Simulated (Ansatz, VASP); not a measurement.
Be in VASP and in Ansatz

File POSCAR:

```
Be
1.0
    2.2339934169      0.0000000000      0.0000000000
   -1.1169967085      1.9346950509      0.0000000000
    0.0000000000      0.0000000000      3.5131277833
Be
2
Direct
    0.3333333333      0.6666666667      0.2500000000
    0.6666666667      0.3333333333      0.7500000000
```

INCAR.step1

```
  PREC = Accurate
  ENCUT = 520
  ISMEAR = -1
  SIGMA = 0.1
  LREAL = F
  LASPH = T
  NELM = 100
  NBANDS = 9
  GGA = PE
  ALGO = Normal
  EDIFF = 1E-4
  LWAVE = T
  LCHARG = F
```

The input INCAR.step2:

```
  PREC = Accurate
  ENCUT = 520
  EDIFF = 1E-6
  ISMEAR = -1
  SIGMA = 0.1
  LREAL = F
  LASPH = T
  NELM = 100
  ALGO = Normal
  ISIF = 2
  LWAVE = F
  LCHARG = T
  METAGGA = R2SCAN
  LMIXTAU = T
  LELF = T
  LVHAR = T
  NBANDS = 9
  ISTART = 1
```

Contents of KPOINTS:

```
Automatic mesh
0
Gamma
  26 26 15
```

Input for Ansatz:

```yaml
crystal:
  lattice:
    - [2.2339934169, 0.0, 0.0]
    - [-1.1169967085, 1.9346950509, 0.0]
    - [0.0, 0.0, 3.5131277833]
  atoms:
    - { symbol: Be, position: [0.3333333333, 0.6666666667, 0.25] }
    - { symbol: Be, position: [0.6666666667, 0.3333333333, 0.75] }
hamiltonian:
  xc: r2scan
  pseudopotentials:
    kind: paw
    azcp:
      Be: "pseudopotentials/Be.paw.azcp"
basis:
  ecutwfc: 500
  fft_grid_basis: typed
kpoints:
  mp_grid: { grid: [26, 26, 15], shift: [0, 0, 0] }
magnetization:
  spin_polarized: false
scf:
  occupations: { method: fermi_dirac, width: 0.1 }
output:
  stress: true
```

Alike in both runs: task single point; functional r2SCAN; k mesh 26 × 26 × 15; occupations fermi-dirac, width 0.1 eV; no spin polarisation.

|  | VASP | Ansatz |
| --- | --- | --- |
| version | VASP 6.6.1 | Ansatz 0.2.0 |
| potentials or method | VASP PAW PBE potentials, release 64 (Be), cutoff 520 eV | plane waves (500 eV) with PAW, scalar-relativistic |
| valence electrons in the cell | 4 | 4 |

```tsv
	VASP	Ansatz	Ansatz less VASP
pressure (GPa)	5.7	5.4	-0.22
traceless stress, the component that is largest in VASP (GPa)	1.40	1.33	-0.066
```

VASP's potentials were made for PBE, not for r2SCAN.
